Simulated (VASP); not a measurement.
Wanted: the native input for a VASP 6.6.1 run.

```yaml
Task: single point
Functional: PBE
Potentials_or_basis: VASP PAW PBE potentials, release 64 (Cs_sv, Pb_d, Cl)
Cutoff: 520 eV
k_mesh: 6 × 6 × 6
Occupations: gaussian, width 0.05 eV
Spin: no spin polarisation
Dipole_correction: no
Further_INCAR_settings: ALGO = Normal; EDIFF = 1e-06; NBANDS = 30
```

The structure of CsPbCl3 lies in POSCAR:

```
CsPbCl3
1.0
    5.7311125000      0.0000000000      0.0000000000
    0.0000000000      5.4788875000      0.0000000000
    0.0000000000      0.0000000000      5.6050000000
Cs Pb Cl
1 1 3
Direct
    0.0000000000      0.0000000000      0.0000000000
    0.5000000000      0.5000000000      0.5000000000
    0.0000000000      0.5000000000      0.5000000000
    0.5000000000      0.0000000000      0.5000000000
    0.5000000000      0.5000000000      0.0000000000
```

This cell differs from its parent crystal: strain +0.0225 x Voigt [1, -1, 0, 0, 0, 0].

One way to write it, as run:

INCAR

```
SYSTEM = CsPbCl3
PREC = Accurate ; ENCUT = 520
EDIFF = 1E-6 ; ISMEAR = 0
SIGMA = 0.05 ; LREAL = .FALSE.
LASPH = .TRUE. ; NELM = 80
ALGO = Normal ; ISIF = 2
LWAVE = .FALSE. ; LCHARG = .FALSE.
GGA = PE ; NBANDS = 30
```

KPOINTS

```
Automatic mesh
0
G
  6 6 6
  0 0 0
```

Potentials or basis: VASP PAW PBE potentials, release 64 (Cs_sv, Pb_d, Cl).

Launch:

```bash
$ cat potpaw_PBE.64/Cs_sv/POTCAR potpaw_PBE.64/Pb_d/POTCAR potpaw_PBE.64/Cl/POTCAR > POTCAR
$ mpirun -np 1 vasp_std > vasp.out
```

It gave:

- Pressure: 1.8 GPa
- Band gap on the k mesh: 1.75 eV

Caveat: the cell differs from its parent crystal (strain +0.0225 x Voigt [1, -1, 0, 0, 0, 0]); spin-orbit coupling is left out, which moves the levels of the heavy elements.

It took 2.6 min on 1 thread of Intel(R) Xeon(R) Platinum 8488C (Sapphire Rapids), on a shared host, peak memory 0.47 GiB.
